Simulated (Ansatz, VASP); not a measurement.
## SiC: VASP beside Ansatz

```
Si C
1.0
     3.13633    0.00000    0.00000
    -1.56816    2.71614    0.00000
     0.00000    0.00000    5.14701
Si C
2 2
Direct
  0.66667 0.33333 0.50000
  0.33333 0.66667 0.00000
  0.66667 0.33333 0.88500
  0.33333 0.66667 0.38500
```

Alike in both runs: task single point; functional LDA; k mesh 10 × 10 × 5; occupations fermi-dirac, width 0.05 eV; no spin polarisation.

|  | VASP | Ansatz |
| --- | --- | --- |
| version | VASP 6.6.1 | Ansatz 0.2.0 |
| potentials or method | VASP PAW LDA potentials, release 64 (Si, C) | Ansatz PAW |
| plane-wave cutoff (eV) | 520 | 420 |
| valence electrons in the cell | 16 | 16 |

|  | VASP | Ansatz | Ansatz less VASP |
| --- | --- | --- | --- |
| gap on the k mesh at the Fermi level (eV) | 2.38 | 2.39 | +0.005 |
| least direct gap on the mesh (eV) | 3.85 | 3.86 | +0.007 |
| pressure (GPa) | -14.7 | -15.1 | -0.35 |
| traceless stress, the component that is largest in VASP (GPa) | -1.45 | -1.42 | +0.033 |
| rms of the force components (eV/Å) | 0.374 | 0.373 | -0.0016 |

LDA's correlation is that of Perdew and Zunger in VASP and of Perdew and Wang (1992) in Ansatz. Atom by atom the forces differ by 0.002 eV/Å (rms over components).

Noted on Ansatz's run: odd divisions of the mesh miss points on the zone boundary, where band edges often lie, so the gap on the mesh can be too wide.
